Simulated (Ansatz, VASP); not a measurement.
# One calculation of Co, two programs

File INCAR:

```
PREC = Accurate ; ENCUT = 520
EDIFF = 1E-6 ; ISMEAR = 1
SIGMA = 0.025 ; LREAL = False
LASPH = True ; NELM = 150
ALGO = Normal ; ISIF = 2
LWAVE = False ; LCHARG = False
ISPIN = 2 ; MAGMOM = 2.5 2.5 2.5 2.5
LORBIT = 11 ; LMAXMIX = 4
GGA = PE ; NBANDS = 30
```

KPOINTS

```
Automatic mesh
0
Gamma
  10 10 3
```

The input POSCAR:

```
Co
1.0
    2.4705620000      0.0000000000      0.0000000000
   -1.2352810000      2.1395694536      0.0000000000
    0.0000000000      0.0000000000      8.0882340000
Co
4
Direct
    0.0000000000      0.0000000000      0.0000000000
    0.3333333333      0.6666666667      0.2500000000
    0.0000000000      0.0000000000      0.5000000000
    0.6666666667      0.3333333333      0.7500000000
```

Input for Ansatz:

```yaml
crystal:
  lattice:
    a: 2.470562
    b: 2.470562
    c: 8.088234
    alpha: 90.0
    beta: 90.0
    gamma: 120.0
  atoms:
    - { symbol: Co, position: [0.0, 0.0, 0.0] }
    - { symbol: Co, position: [0.3333333333333333, 0.6666666666666666, 0.25] }
    - { symbol: Co, position: [0.0, 0.0, 0.5] }
    - { symbol: Co, position: [0.6666666666666666, 0.3333333333333333, 0.75] }
basis:
  ecutwfc: 470.0
kpoints:
  mp_grid:
    grid: [10, 10, 3]
hamiltonian:
  xc: pbe
magnetization:
  spin_polarized: true
  per_species:
    Co: 2.5
scf:
  convergence:
    dr2_threshold: 1.0e-09
  occupations:
    method: cold
    width: 0.025
output:
  stress: true
```

Alike in both runs: task single point; functional PBE; k mesh 10 × 10 × 3; collinear spin.

|  | VASP | Ansatz |
| --- | --- | --- |
| version | VASP 6.6.1 | Ansatz 0.2.0 |
| potentials or method | VASP PAW PBE potentials, release 64 (Co), cutoff 520 eV | plane waves, PAW |
| occupations | methfessel-paxton of order 1, width 0.025 eV | cold, width 0.025 eV |
| valence electrons in the cell | 36 | 68 |

|  | VASP | Ansatz | Ansatz less VASP |
| --- | --- | --- | --- |
| pressure (GPa) | 4.0 | 4.7 | +0.69 |
| traceless stress, the component that is largest in VASP (GPa) | -2.31 | -2.35 | -0.038 |
| net moment per atom (μB) | 1.66 | 1.66 | 0.000 |
| size of the moment on the site where the two differ most (μB) | 1.68 | 1.74 | +0.058 |

Site moments also hang on the region over which each program counts them. VASP's potentials hold 36 valence electrons a cell and Ansatz's 68, so a difference there can come from the potentials and not from the codes. Ansatz's warnings: stability check not made, stress scf threshold loose.
